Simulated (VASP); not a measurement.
Set up this calculation in VASP 6.6.1, as the native input.

- Task: relaxation of cell and atoms
- Functional: PBE
- Potentials or basis: VASP PAW PBE potentials, release 64 (Cl)
- Cutoff: 500 eV
- k mesh: 5 × 5 × 5
- Occupations: fermi-dirac, width 0.02 eV
- Spin: no spin polarisation
- Dipole correction: no
- Further INCAR settings: ALGO = Normal; EDIFF = 1e-07; IBRION = 2; EDIFFG = -0.03; NSW = 80; ISIF = 3

The structure of Cl lies in POSCAR:

```
Cl
1.0
    0.0000000000      3.0750000000      3.0750000000
    3.0750000000      0.0000000000      3.0750000000
    3.0750000000      3.0750000000      0.0000000000
Cl
2
Direct
    1.0000000000      1.0000000000      1.0000000000
    0.2500000000      0.2500000000      0.2500000000
```

One way to write it, as run:

INCAR

```
PREC     = Accurate       # precision mode
ENCUT    = 500            # plane-wave cutoff, eV
EDIFF    = 1E-7           # SCF threshold, eV
ISMEAR   = -1             # smearing method
SIGMA    = 0.02           # smearing width, eV
LREAL    = F              # projectors in reciprocal space
LASPH    = T              # aspherical terms in the spheres
NELM     = 120            # most SCF steps
ALGO     = Normal         # electronic algorithm
ISIF     = 3              # what is computed and relaxed
LWAVE    = F              # write WAVECAR
LCHARG   = F              # write CHGCAR
GGA      = PE             # functional
IBRION   = 2              # ionic algorithm
NSW      = 80             # ionic steps
EDIFFG   = -0.03          # ionic threshold
GGA_COMPAT= F            
NELMIN   = 4
```

KPOINTS

```
regular mesh
0
Gamma
  5 5 5
```

Potentials or basis: VASP PAW PBE potentials, release 64 (Cl).

Command:

```console
$ cat potpaw_PBE.64/Cl/POTCAR > POTCAR
$ mpirun -np 1 vasp_std > vasp.out
```

It gave:

- Relaxed volume: 33.55 Å³/atom
- Relaxed cell: a = 4.561 Å, b = 4.561 Å, c = 4.561 Å, α = 60.00°, β = 60.00°, γ = 60.00°
- Space group after relaxing (to 0.1 Å): Fd-3m (No. 227)
- Energy gained by relaxing: 41.3 meV/atom
- Ionic steps: 3
- Pressure after relaxing: -0.1 GPa
- Band gap on the k mesh: zero (bands 7 and 8 overlap by 1.09 eV)

Caveat: the volume moved by over 15 % at a fixed basis, so the end points are rough.

Wall time 13 s on 1 thread of Intel Xeon 8259CL (shared host), peak memory 0.13 GiB.
